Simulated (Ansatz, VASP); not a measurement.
# One calculation of Sb3Au, two programs

The input INCAR:

```
SYSTEM = Sb3Au
  ALGO = Normal
  EDIFF = 1E-8
  ENCUT = 520
  GGA = CA
  ISIF = 2
  ISMEAR = -1
  LASPH = .TRUE.
  LCHARG = .FALSE.
  LEFG = .TRUE.
  LREAL = .FALSE.
  LWAVE = .FALSE.
  NBANDS = 21
  NELM = 60
  PREC = Accurate
  SIGMA = 0.05
```

File KPOINTS:

```
k-points
0
G
  10 10 10
  0 0 0
```

The input POSCAR:

```
Sb3Au
1.0
   -3.0400000000      3.0400000000      3.0704000000
    3.0400000000     -3.0400000000      3.0704000000
    3.0400000000      3.0400000000     -3.0704000000
Sb Au
3 1
Direct
    0.0000000000      0.5000000000      0.5000000000
    0.5000000000      0.0000000000      0.5000000000
    0.5000000000      0.5000000000      0.0000000000
    0.0000000000      0.0000000000      0.0000000000
```

Input for Ansatz:

```yaml
crystal:
  lattice:
    - [-3.04, 3.04, 3.0704]
    - [3.04, -3.04, 3.0704]
    - [3.04, 3.04, -3.0704]
  atoms:
    - { symbol: Sb, position: [0.0, 0.5, 0.5] }
    - { symbol: Sb, position: [0.5, 0.0, 0.5] }
    - { symbol: Sb, position: [0.5, 0.5, 0.0] }
    - { symbol: Au, position: [0.0, 0.0, 0.0] }
kpoints:
  mp_grid: { grid: [10, 10, 10] }
scf:
  occupations: { method: fermi_dirac, width: 0.05 }
hamiltonian:
  xc: lda
  pseudopotentials: { kind: all_electron, datasets: crystal }
output:
  forces: true
  stress: true
  eigenvalues: true
  efg: { contact_densities: true }
```

Change from the starting cell: zz strain of +1 %, crystal datasets.

Alike in both runs: task electric field gradients; functional LDA; k mesh 10 × 10 × 10; occupations fermi-dirac, width 0.05 eV; no spin polarisation.

|  | VASP | Ansatz |
| --- | --- | --- |
| version | VASP 6.6.1 | Ansatz 0.2.0 |
| potentials or method | VASP PAW LDA potentials, release 64 (Sb, Au), cutoff 520 eV | all-electron PAW with datasets made for the crystal, scalar-relativistic |

VASP gave:

| Quantity | Value |
| --- | --- |
| pressure (GPa) | -8.1 |
| traceless stress, the component that is largest in VASP (GPa) | -0.46 |
| size of Vzz on the site where it differs most (V/Å²) | 8.7 |

Problem. What did Ansatz give for the same quantities?

Solution. Pressure (GPa): -8.2; traceless stress, the component that is largest in VASP (GPa): -0.45; size of Vzz on the site where it differs most (V/Å²): 16.7.

LDA's correlation is that of Perdew and Zunger in VASP and of Perdew and Wang (1992) in Ansatz. Ansatz ran all-electron here, and VASP with PAW potentials.

Neither program's run includes spin-orbit coupling.
